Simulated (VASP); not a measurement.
# MgMnBr (P4/nmm) in VASP: single point with r2SCAN

Aim: the single point of MgMnBr with r2SCAN.

Everything below comes from runs of VASP 6.6.1. Logs are shortened: lines on timing, memory, paths and dates and some standing lists are left out, and cuts for length are marked.

## 1. The cell of the first run

Symmetry: P4/nmm, No. 129, tetragonal system. The conventional cell has a = 4.382 Å, b = 4.382 Å, c = 7.242 Å, α = 90.00°, β = 90.00°, γ = 90.00°. Mg (site symmetry 4mm) has 4 Mn at 2.50 Å and 5 Br at 3.06 to 3.17 Å within 3.3 Å. Mn (site symmetry -4m2) has 4 Mg at 2.50 Å and 4 Br at 2.88 Å and 4 Mn at 3.10 Å within 3.3 Å. Within 3.8 Å of Br (site symmetry 4mm) lie 4 Mn at 2.88 Å and 5 Mg at 3.06 to 3.17 Å.

## 2. Single point, r2SCAN

The input, POSCAR:

```
MgMnBr
1.0
    4.3815100000      0.0000000000      0.0000000000
    0.0000000000      4.3815100000      0.0000000000
    0.0000000000      0.0000000000      7.2417080000
Mg Mn Br
2 2 2
Direct
    0.0000000000      0.5000000000      0.1650000000
    0.5000000000      0.0000000000      0.8350000000
    0.0000000000      0.0000000000      0.0000000000
    0.5000000000      0.5000000000      0.0000000000
    0.0000000000      0.5000000000      0.7420000000
    0.5000000000      0.0000000000      0.2580000000
```

The input, INCAR.step1:

```
SYSTEM = MgMnBr
PREC = Accurate
ENCUT = 520
ISMEAR = -1
SIGMA = 0.1303
LREAL = .FALSE.
LASPH = .TRUE.
NELM = 80
NBANDS = 31
GGA = PE
ALGO = Normal
EDIFF = 1E-4
LWAVE = .TRUE.
LCHARG = .FALSE.
```

The input, INCAR.step2:

```
SYSTEM = MgMnBr
PREC = Accurate
ENCUT = 520
EDIFF = 1E-6
ISMEAR = -1
SIGMA = 0.1303
LREAL = .FALSE.
LASPH = .TRUE.
NELM = 80
ALGO = Normal
ISIF = 2
LWAVE = .FALSE.
LCHARG = .TRUE.
METAGGA = R2SCAN
LMIXTAU = .TRUE.
LELF = .TRUE.
LVHAR = .TRUE.
NBANDS = 31
ISTART = 1
```

The input, KPOINTS:

```
Automatic mesh
0
G
  8 8 5
  0 0 0
```

Potentials or basis: VASP PAW PBE potentials, release 64 (Mg, Mn_pv, Br).

Started as:

```bash
cat potpaw_PBE.64/Mg/POTCAR potpaw_PBE.64/Mn_pv/POTCAR potpaw_PBE.64/Br/POTCAR > POTCAR
cp INCAR.step1 INCAR
mpirun -np 1 vasp_std > vasp.out
cp INCAR.step2 INCAR
mpirun -np 1 vasp_std > vasp.out
```

OUTCAR:

```text
SYSTEM = MgMnBr
   PREC = Accurate
   ENCUT = 520
   EDIFF = 1E-6
   ISMEAR = -1
   LREAL = .FALSE.
   LASPH = .TRUE.
   NELM = 80
   ISIF = 2
   METAGGA = R2SCAN
   ISTART = 1

 ion  position               nearest neighbor table
   1  0.000  0.500  0.165-   3 2.50   4 2.50   3 2.50   4 2.50   5 3.06   6 3.17   6 3.17   6 3.17
                             6 3.17
   2  0.500  0.000  0.835-   3 2.50   4 2.50   4 2.50   3 2.50   6 3.06   5 3.17   5 3.17   5 3.17
                             5 3.17
   3  0.000  0.000  0.000-   1 2.50   2 2.50   1 2.50   2 2.50   5 2.88   5 2.88   6 2.88   6 2.88
                             4 3.10   4 3.10   4 3.10   4 3.10
   4  0.500  0.500  0.000-   1 2.50   2 2.50   2 2.50   1 2.50   5 2.88   6 2.88   6 2.88   5 2.88
                             3 3.10   3 3.10   3 3.10   3 3.10
   5  0.000  0.500  0.742-   3 2.88   4 2.88   3 2.88   4 2.88   1 3.06   2 3.17   2 3.17   2 3.17
                             2 3.17
   6  0.500  0.000  0.258-   3 2.88   4 2.88   4 2.88   3 2.88   2 3.06   1 3.17   1 3.17   1 3.17
                             1 3.17

  LATTYP: Found a simple tetragonal cell.
 ALAT       =     4.3815100000
 C/A-ratio  =     1.6527881940

  Lattice vectors:

 A1 = (   4.3815100000,   0.0000000000,   0.0000000000)
 A2 = (   0.0000000000,   4.3815100000,   0.0000000000)
 A3 = (   0.0000000000,   0.0000000000,   7.2417080000)

Analysis of symmetry for initial positions (statically):
=====================================================================
 Subroutine PRICEL returns:
 Original cell was already a primitive cell.

 Routine SETGRP: Setting up the symmetry group for a
 simple tetragonal supercell.

 Subroutine GETGRP returns: Found 16 space group operations
 (whereof  8 operations were pure point group operations)
 out of a pool of 16 trial point group operations.

The static configuration has the point symmetry D_2d.
 The point group associated with its full space group is D_4h.

Analysis of symmetry for dynamics (positions and initial velocities):
=====================================================================
 Subroutine PRICEL returns:
 Original cell was already a primitive cell.

 Routine SETGRP: Setting up the symmetry group for a
 simple tetragonal supercell.

 Subroutine GETGRP returns: Found 16 space group operations
 (whereof  8 operations were pure point group operations)
 out of a pool of 16 trial point group operations.

The dynamic configuration has the point symmetry D_2d.
 The point group associated with its full space group is D_4h.

 Subroutine INISYM returns: Found 16 space group operations
 (whereof  8 operations are pure point group operations),
 and found     1 'primitive' translations

----------------------------------------------------------------------------------------

                                     Primitive cell

  volume of cell :     139.0236

  direct lattice vectors                    reciprocal lattice vectors
     4.381510000  0.000000000  0.000000000     0.228231820  0.000000000  0.000000000
     0.000000000  4.381510000  0.000000000     0.000000000  0.228231820  0.000000000
     0.000000000  0.000000000  7.241708000     0.000000000  0.000000000  0.138088970

  length of vectors
     4.381510000  4.381510000  7.241708000     0.228231820  0.228231820  0.138088970

  position of ions in fractional coordinates (direct lattice)
     0.000000000  0.500000000  0.165000000
     0.500000000  0.000000000  0.835000000
     0.000000000  0.000000000  0.000000000
     0.500000000  0.500000000  0.000000000
     0.000000000  0.500000000  0.742000000
     0.500000000  0.000000000  0.258000000

  ion indices of the primitive-cell ions
   primitive index   ion index
                 1           1
                 2           2
                 3           3
                 4           4
                 5           5
                 6           6

----------------------------------------------------------------------------------------

 KPOINTS: Automatic mesh

Automatic generation of k-mesh.
 Grid dimensions read from file:
 generate k-points for:    8    8    5

 Generating k-lattice:

  Cartesian coordinates                     Fractional coordinates (reciprocal lattice)
     0.028528977  0.000000000  0.000000000     0.125000000  0.000000000  0.000000000
     0.000000000  0.028528977  0.000000000     0.000000000  0.125000000  0.000000000
     0.000000000  0.000000000  0.027617794     0.000000000  0.000000000  0.200000000

  Length of vectors
     0.028528977  0.028528977  0.027617794

  Shift w.r.t. Gamma in fractional coordinates (k-lattice)
     0.000000000  0.000000000  0.000000000

 Subroutine IBZKPT returns following result:
 ===========================================

 Found     45 irreducible k-points:

 Following reciprocal coordinates:
            Coordinates               Weight
  0.000000  0.000000  0.000000      1.000000
  0.125000  0.000000  0.000000      4.000000
  0.250000  0.000000  0.000000      4.000000
  0.375000  0.000000  0.000000      4.000000
  0.500000  0.000000  0.000000      2.000000
  0.125000  0.125000  0.000000      4.000000
[... 16 lines left out ...]
  0.375000  0.125000  0.200000     16.000000
  0.500000  0.125000  0.200000      8.000000
 [... further k-points ...]
   k-points           NKPTS =     45   k-points in BZ     NKDIM =     45   number of bands    NBANDS=     31
   number of dos      NEDOS =    301   number of ions     NIONS =      6
   total plane-waves  NPLWV =  69984
   dimension x,y,z NGX =    36 NGY =   36 NGZ =   54
   dimension x,y,z NGXF=    72 NGYF=   72 NGZF=  108
   ions per type =               2   2   2
   NGX,Y,Z   is equivalent  to a cutoff of  13.66, 13.66, 12.40 a.u.
   NGXF,Y,Z  is equivalent  to a cutoff of  27.32, 27.32, 24.79 a.u.
 SYSTEM =  MgMnBr
   PREC   = accura    normal or accurate (medium, high low for compatibility)
   ISTART =      1    job   : 0-new  1-cont  2-samecut
   ICHARG =      0    charge: 1-file 2-atom 10-const
   ISPIN  =      1    spin polarized calculation?
   LNONCOLLINEAR =      F non collinear calculations
   LSORBIT =      F    spin-orbit coupling
   LASPH  =      T    aspherical Exc in radial PAW
   ENCUT  =  520.0 eV  38.22 Ry    6.18 a.u.   8.15  8.15 13.46*2*pi/ulx,y,z
   NELM   =     80;   NELMIN=  2; NELMDL=  0     # of ELM steps
   EDIFF  = 0.1E-05   stopping-criterion for ELM
   LREAL  =      F    real-space projection
   EDIFFG = 0.1E-04   stopping-criterion for IOM
   NSW    =      0    number of steps for IOM
   IBRION =     -1    ionic relax: 0-MD 1-quasi-New 2-CG
   NFREE  =      0    steps in history (QN), initial steepest desc. (CG)
   ISIF   =      2    stress and relaxation
   ISYM   =      2    0-nonsym 1-usesym 2-fastsym
   POTIM  = 0.5000    time-step for ionic-motion
   TEBEG  =    0.0;   TEEND  =   0.0 temperature during run
   PSTRESS=    0.0 pullay stress
   NELECT =      44.0000    total number of electrons
   NUPDOWN=      -1.0000    fix difference up-down
   EMIN   =  10.00;   EMAX   =-10.00  energy-range for DOS
   EFERMI =   0.00;   METHOD = LEGACY
   ISMEAR =    -1;   SIGMA  =   0.13  broadening in eV -4-tet -1-fermi 0-gaus
   EFERMI_NEDOS =   21; number of points for ismear=-14 and -15
   IALGO  =     38    algorithm
   IMIX   =      4    mixing-type and parameters
     AMIX     =   0.40;   BMIX     =  1.00
     AMIX_MAG =   1.60;   BMIX_MAG =  1.00
  volume/ion in A,a.u.               =      23.17       156.36
  Fermi-wavevector in a.u.,A,eV,Ry     =   1.115654  2.108280 16.934951  1.244684
  Thomas-Fermi vector in A             =   2.252261
   LORBIT       =      0    0 simple, 1 ext, 2 COOP (PROOUT), +10 PAW based schemes
   METAGGA = R2SCAN    functional components
   LHFCALC =     F    Hartree Fock is set to
   AEXX    =    0.0000 exact exchange contribution
   IVDW    =     0    specifies the selected vdW correction
   LEPSILON=     F    determine dielectric tensor
   LRPA    =     F    only Hartree local field effects (RPA)
 non-spin polarized calculation
  energy-cutoff  :      520.00
  volume of cell :      139.02
 maximum number of plane-waves:      3776
 NGX is ok and might be reduce to    36
   NGX = 17   NGY = 17   NGZ = 27

 number of electron      44.0000011 magnetization

 Free energy of the ion-electron system (eV)
  ---------------------------------------------------
  ext. energy  EPLUGINS =         0.00000000
  ---------------------------------------------------
  free energy    TOTEN  =       -57.86130414 eV

  energy without entropy =      -57.20059510  energy(sigma->0) =      -57.53094962

 E-fermi :   3.6815     XC(G=0):  -9.3524

 val. band max:        3.6767120116   @ k =   0.2500   0.2500   0.4000
 cond. band min:       3.6839863372   @ k =   0.2500   0.2500   0.0000
 fundamental gap:      0.0072743256
 Fermi energy:         3.6815152392

 k-point     1 :       0.0000    0.0000    0.0000
  band No.  band energies     occupation
      1     -45.4320      2.00000
      2     -45.4237      2.00000
      3     -45.3804      2.00000
      4     -45.3804      2.00000
      5     -45.3392      2.00000
      6     -45.3392      2.00000
[... 23 lines left out ...]
     30       7.2855      0.00000
     31       7.5122      0.00000

 k-point     2 :       0.1250    0.0000    0.0000
  band No.  band energies     occupation
      1     -45.4316      2.00000
      2     -45.4240      2.00000
      3     -45.3790      2.00000
      4     -45.3789      2.00000
      5     -45.3409      2.00000
      6     -45.3408      2.00000
[... 23 lines left out ...]
     30       7.4747      0.00000
     31       7.6107      0.00000

 k-point     3 :       0.2500    0.0000    0.0000
  band No.  band energies     occupation
      1     -45.4307      2.00000
      2     -45.4248      2.00000
      3     -45.3748      2.00000
      4     -45.3744      2.00000
      5     -45.3456      2.00000
      6     -45.3452      2.00000
[... 703 lines left out ...]
     30       7.4448      0.00000
     31       7.8173      0.00000

 k-point    24 :       0.5000    0.1250    0.2000
  band No.  band energies     occupation
      1     -45.4276      2.00000
      2     -45.4276      2.00000
      3     -45.3697      2.00000
      4     -45.3697      2.00000
      5     -45.3507      2.00000
      6     -45.3507      2.00000
[... 23 lines left out ...]
     30       7.2053      0.00000
     31       8.3078      0.00000

 [... further k-points ...]
[... 5 lines left out ...]
  --------------------------------------------------------------------------------------
  -------------------------------------------------------------------------------------
  Total        0.5484195      0.5484195      1.7548385      0.0000000     -0.0000000      0.0000000
  in kB        6.3202587      6.3202587     20.2236299      0.0000000     -0.0000000      0.0000000
  external PRESSURE =      10.9547158 kB  Pullay stress =       0.0000000 kB

 VOLUME and BASIS-vectors are now :
 -----------------------------------------------------------------------------
  energy-cutoff  :      520.00
  volume of cell :      139.02
      direct lattice vectors                 reciprocal lattice vectors
     4.381510000  0.000000000  0.000000000     0.228231820  0.000000000  0.000000000
     0.000000000  4.381510000  0.000000000     0.000000000  0.228231820  0.000000000
     0.000000000  0.000000000  7.241708000     0.000000000  0.000000000  0.138088970

 POSITION                                       TOTAL-FORCE (eV/Angst)
 -----------------------------------------------------------------------------------
      0.00000      2.19075      1.19488        -0.000000     -0.000000      1.582228
      2.19075      0.00000      6.04683        -0.000000     -0.000000     -1.582228
      0.00000      0.00000      0.00000         0.000000     -0.000000      0.000000
      2.19075      2.19075      0.00000        -0.000000      0.000000      0.000000
      0.00000      2.19075      5.37335         0.000000     -0.000000      0.115511
      2.19075      0.00000      1.86836        -0.000000     -0.000000     -0.115511
 -----------------------------------------------------------------------------------
    total drift:                                0.000000      0.000000     -0.000000

  FREE ENERGIE OF THE ION-ELECTRON SYSTEM (eV)
  ---------------------------------------------------
  free  energy   TOTEN  =       -57.8613041402 eV

  energy  without entropy=      -57.2005950997  energy(sigma->0) =      -57.53094962
```

It took 16 min on 1 thread of Intel Xeon Platinum 8375C at 2.90GHz (Ice Lake), shared host; peak memory 0.4 GiB.

Results:

| Item | Value |
| --- | --- |
| Free energy | -57.8613 eV |
| Pressure | 1.1 GPa |
| Largest force | 1.582 eV/Å |
| Band gap on the k mesh | zero (bands 22 and 23 overlap by 0.25 eV) |

Forces in eV/Å, atoms in the order of the input:
```
Mg   0.000  0.000  1.582
Mg   0.000  0.000 -1.582
Mn   0.000  0.000  0.000
Mn   0.000  0.000  0.000
Br   0.000  0.000  0.116
Br   0.000  0.000 -0.116
```

Levels at points of the mesh, in eV from the Fermi level:
| k point | band 19 | band 20 | band 21 | band 22 | band 23 | band 24 | band 25 | band 26 |
| --- | --- | --- | --- | --- | --- | --- | --- | --- |
| (0.00, 0.00, 0.00) | -0.49 | -0.16 | -0.16 | -0.09 | -0.09 | 0.24 | 0.92 | 1.15 |
| (0.50, 0.00, 0.00) | -0.61 | -0.61 | -0.17 | -0.17 | 0.07 | 0.07 | 0.43 | 0.43 |
| (0.50, 0.50, 0.00) | -0.54 | -0.54 | 0.09 | 0.09 | 0.43 | 0.43 | 1.21 | 1.21 |

Caveat: the PAW data sets were made with another functional, which shifts forces and pressure a little; the run has no spin polarisation, though such a crystal can be magnetic.
